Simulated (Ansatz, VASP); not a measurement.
**GaP in VASP and in Ansatz**

Contents of INCAR:

```
SYSTEM = GaP
PREC = Accurate ; ENCUT = 500
EDIFF = 1E-6 ; ISMEAR = 1
SIGMA = 0.1 ; LREAL = .False.
LASPH = .True. ; NELM = 120
ALGO = Normal ; ISIF = 2
LWAVE = .False. ; LCHARG = .False.
GGA = PE ; NBANDS = 16
GGA_COMPAT = .False.
```

The input KPOINTS:

```
regular mesh
0
Gamma
  4 4 4
  0 0 0
```

File POSCAR:

```
GaP
1.0
    0.0000000000      2.4732585087      2.4732585087
    2.4732585087      0.0000000000      2.4732585087
    2.4732585087      2.4732585087      0.0000000000
Ga P
1 1
Direct
    0.0000000000      0.0000000000      0.0000000000
    0.2500000000      0.2500000000      0.2500000000
```

Input for Ansatz:

```yaml
crystal:
  lattice:
    - [0.0, 2.4732585087, 2.4732585087]
    - [2.4732585087, 0.0, 2.4732585087]
    - [2.4732585087, 2.4732585087, 0.0]
  atoms:
    - { symbol: Ga, position: [0.0, 0.0, 0.0] }
    - { symbol: P, position: [0.25, 0.25, 0.25] }
basis: {}
kpoints:
  mp_grid: { grid: [4, 4, 4] }
hamiltonian:
  xc: pbe
  pseudopotentials: { kind: paw, source: ansatz }
scf:
  occupations: { method: cold }
  max_iter: 100
output:
  forces: true
  stress: true
  eigenvalues: true
```

Alike in both runs: task single point; functional PBE; k mesh 4 × 4 × 4; no spin polarisation.

|  | VASP | Ansatz |
| --- | --- | --- |
| version | VASP 6.6.1 | Ansatz 0.2.0 |
| potentials or method | VASP PAW PBE potentials, release 64 (Ga_d, P) | scalar-relativistic, plane waves, PAW (harder set) |
| plane-wave cutoff (eV) | 500 | 1020 |
| occupations | methfessel-paxton of order 1, width 0.1 eV | cold |
| valence electrons in the cell | 18 | 26 |

|  | VASP | Ansatz | Ansatz less VASP |
| --- | --- | --- | --- |
| gap on the k mesh at the Fermi level (eV) | 0.85 | 0.85 | -0.001 |
| least direct gap on the mesh (eV) | 3.60 | 3.59 | -0.006 |

VASP's potentials hold 18 valence electrons a cell and Ansatz's 26, so a difference there can come from the potentials and not from the codes.

The k mesh is coarse, so the values compare programs but aren't converged.
